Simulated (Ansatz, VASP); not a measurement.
**Ir in VASP and in Ansatz**

INCAR

```
SYSTEM = Ir
PREC = Accurate
ENCUT = 520
EDIFF = 1E-6
ISMEAR = 0
SIGMA = 0.15
LREAL = .FALSE.
LASPH = .TRUE.
NELM = 60
ALGO = Fast
ISIF = 2
LWAVE = .FALSE.
LCHARG = .FALSE.
GGA = PE
NBANDS = 10
```

KPOINTS

```
regular mesh
0
G
  20 20 20
  0 0 0
```

POSCAR

```
Ir
1.0
   -0.1354627122      1.9351816027      1.6449043623
    1.9351816027     -0.1354627122      1.6449043623
    1.7997188905      1.7997188905      0.0000000000
Ir
1
Direct
    0.0000000000      0.0000000000      0.0000000000
```

Input for Ansatz:

```yaml
crystal:
  lattice:
    - [-0.1354627122, 1.9351816027, 1.6449043623]
    - [1.9351816027, -0.1354627122, 1.6449043623]
    - [1.7997188905, 1.7997188905, 0.0]
  atoms:
    - { symbol: Ir, position: [0.0, 0.0, 0.0] }
basis:
  ecutwfc: 420
kpoints:
  mp_grid: { grid: [20, 20, 20] }
hamiltonian:
  xc: pbe
  pseudopotentials: { kind: paw, azcp: { folder: soft_1 } }
scf:
  occupations: { method: gaussian, width: 0.15 }
output:
  forces: true
  stress: true
  eigenvalues: true
```

Change from the starting cell: engineering shear strain xy -0.1400, normal strain along z -0.1500.

Alike in both runs: task single point; functional PBE; k mesh 20 × 20 × 20; occupations gaussian, width 0.15 eV; no spin polarisation.

```csv
,VASP,Ansatz
version,VASP 6.6.1,Ansatz 0.2.0
potentials or method,"VASP PAW PBE potentials, release 64 (Ir), cutoff 520 eV","scalar-relativistic, plane waves, PAW"
valence electrons in the cell,9,17
```

```csv
,VASP,Ansatz,Ansatz less VASP
gap on the k mesh at the Fermi level (eV),none,none,-
pressure (GPa),102.7,100.4,-2.36
"traceless stress, the component that is largest in VASP (GPa)",18.23,18.28,+0.055
```

A gap of «none» marks a metal or a gap that the smearing closes. Both programs put the cell under a high pressure, so it lies far from rest at this level. VASP's potentials hold 9 valence electrons a cell and Ansatz's 17, so a difference there can come from the potentials and not from the codes.

Spin-orbit coupling is off throughout. Noted on VASP's run: the cell as given lies far from equilibrium.
